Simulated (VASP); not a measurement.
# Y: single point with PBE

Crystal: Y.

```
CELL_PARAMETERS angstrom
3.64740 0.00000 0.00000
-1.82370 3.15874 0.00000
0.00000 0.00000 5.73060
ATOMIC_POSITIONS crystal
Y 0.33333 0.66667 0.25000
Y 0.66667 0.33333 0.75000
```

```json
{
  "Program": "VASP 6.6.1",
  "Task": "single point",
  "Functional": "PBE",
  "Potentials or basis": "VASP PAW PBE potentials, release 64 (Y_sv)",
  "Cutoff": "500 eV",
  "k mesh": "9 × 9 × 6",
  "Occupations": "gaussian, width 0.1 eV",
  "Spin": "no spin polarisation"
}
```

The pressure is -0.3 GPa and the band gap on the k mesh is zero (bands 11 and 12 overlap by 1.39 eV).

Stress tensor (GPa, compression positive):
```
-0.01  0.00  0.00
 0.00 -0.01  0.00
 0.00  0.00 -0.80
```

Levels at points of the mesh, in eV from the Fermi level:
```csv
k point,band 7,band 8,band 9,band 10,band 11,band 12,band 13,band 14,band 15,band 16
"(0.00, 0.00, 0.00)",-22.43,-22.40,-4.69,-1.87,0.85,1.73,1.73,2.02,2.33,2.33
"(0.00, 0.00, 0.50)",-22.47,-22.47,-3.27,-3.27,0.93,0.93,1.66,1.66,1.66,1.66
```

Wall time 58 s on 1 thread of Intel(R) Xeon(R) 6975P-C (Granite Rapids) (shared host), peak memory 0.21 GiB.
